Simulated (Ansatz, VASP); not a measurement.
This is a calculation of MgO for VASP 6.6.1.

Contents of INCAR:

```
SYSTEM = MgO
PREC     = Accurate       ! precision mode
ENCUT    = 600            ! plane-wave cutoff, eV
EDIFF    = 1E-6           ! SCF threshold, eV
ISMEAR   = -1             ! smearing method
SIGMA    = 0.05           ! smearing width, eV
LREAL    = .False.        ! projectors in reciprocal space
LASPH    = .True.         ! aspherical terms in the spheres
NELM     = 100            ! most SCF steps
ALGO     = Normal         ! electronic algorithm
ISIF     = 3              ! what is computed and relaxed
LWAVE    = .False.        ! write WAVECAR
LCHARG   = .False.        ! write CHGCAR
GGA      = RE             ! functional
IVDW     = 12             ! dispersion correction
IBRION   = 2              ! ionic algorithm
NSW      = 60             ! ionic steps
EDIFFG   = -0.01          ! ionic threshold
```

The input KPOINTS:

```
regular mesh
0
Gamma
  11 11 11
  0 0 0
```

The input POSCAR:

```
MgO
1.0
    0.0000000000      2.0970013927      2.0970013927
    2.0970013927      0.0000000000      2.0970013927
    2.0970013927      2.0970013927      0.0000000000
Mg O
1 1
Direct
    0.0000000000      0.0000000000      0.0000000000
    0.5000000000      0.5000000000      0.5000000000
```

Potentials or basis: VASP PAW PBE potentials, release 64 (Mg, O).

Command:

```console
$ cat potpaw_PBE.64/Mg/POTCAR potpaw_PBE.64/O/POTCAR > POTCAR
$ mpirun -np 1 vasp_std > vasp.out
```

Question: Translate it to Ansatz 0.2.0. Potentials there: Ansatz PAW.

Answer: As run (the cutoff follows the program's own potentials):

input.yaml

```yaml
crystal:
  lattice:
    - [0.0, 2.0970013927, 2.0970013927]
    - [2.0970013927, 0.0, 2.0970013927]
    - [2.0970013927, 2.0970013927, 0.0]
  atoms:
    - { symbol: Mg, position: [0.0, 0.0, 0.0] }
    - { symbol: O, position: [0.5, 0.5, 0.5] }
hamiltonian:
  xc: revpbe
  pseudopotentials: { kind: paw }
  dispersion: d3bj
kpoints:
  mp_grid: { grid: [11, 11, 11] }
scf:
  occupations: { method: fermi_dirac, width: 0.05 }
output:
  forces: true
  stress: true
relax:
  f_tol: 0.01
  max_steps: 40
  cell: { stress_tol: 0.05 }
```

Potentials or basis: Ansatz PAW.

Run with:

```bash
$ ansatz run input.yaml --threads 2 --pin off --max-ram 5632MiB --backend cpu --events-out ev --progress --plain --runs-dir out
```

Both were run:

|  | VASP | Ansatz | Ansatz less VASP |
| --- | --- | --- | --- |
| relaxed volume (Å³/atom) | 9.17 | 9.24 | +0.067 |
| relaxed cell length with the largest relative difference (Å) | 2.960 | 2.968 | +0.0072 |

VASP's potentials were made for PBE, not for revPBE. VASP's potentials hold 8 valence electrons a cell and Ansatz's 16, so a difference there can come from the potentials and not from the codes.

Noted on Ansatz's run: odd divisions of the mesh miss points on the zone boundary, where band edges often lie, so the gap on the mesh can be too wide; the plane-wave basis is chosen anew once the cell has moved, so the energies of steps on either side of that aren't comparable.
